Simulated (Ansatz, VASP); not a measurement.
## One calculation of HfN, two programs

```xyz
2
Lattice="0.0000 2.2739 2.2739 2.2739 0.0000 2.2739 2.2739 2.2739 0.0000" Properties=species:S:1:pos:R:3 pbc="T T T"
Hf    0.0000    0.0000    0.0000
N     2.2739    2.2739    2.2739
```

Alike in both runs: functional PBE; k mesh 16 × 16 × 16; occupations gaussian, width 0.1 eV; no spin polarisation.

Ansatz relaxed the structure, and its values are those at the end. VASP's run is a single point on that final structure, the one shown.

|  | VASP | Ansatz |
| --- | --- | --- |
| version | VASP 6.6.1 | Ansatz 0.2.0 |
| potentials or method | VASP PAW PBE potentials, release 64 (Hf_pv, N), cutoff 520 eV | scalar-relativistic, plane waves, PAW |
| valence electrons in the cell | 15 | 31 |

|  | VASP | Ansatz | Ansatz less VASP |
| --- | --- | --- | --- |
| gap on the k mesh at the Fermi level (eV) | none | none | - |
| pressure (GPa) | -2.3 | 0.0 | +2.34 |

A gap of «none» marks a metal or a gap that the smearing closes. VASP's potentials hold 15 valence electrons a cell and Ansatz's 31, so a difference there can come from the potentials and not from the codes.

Spin-orbit coupling is off throughout.
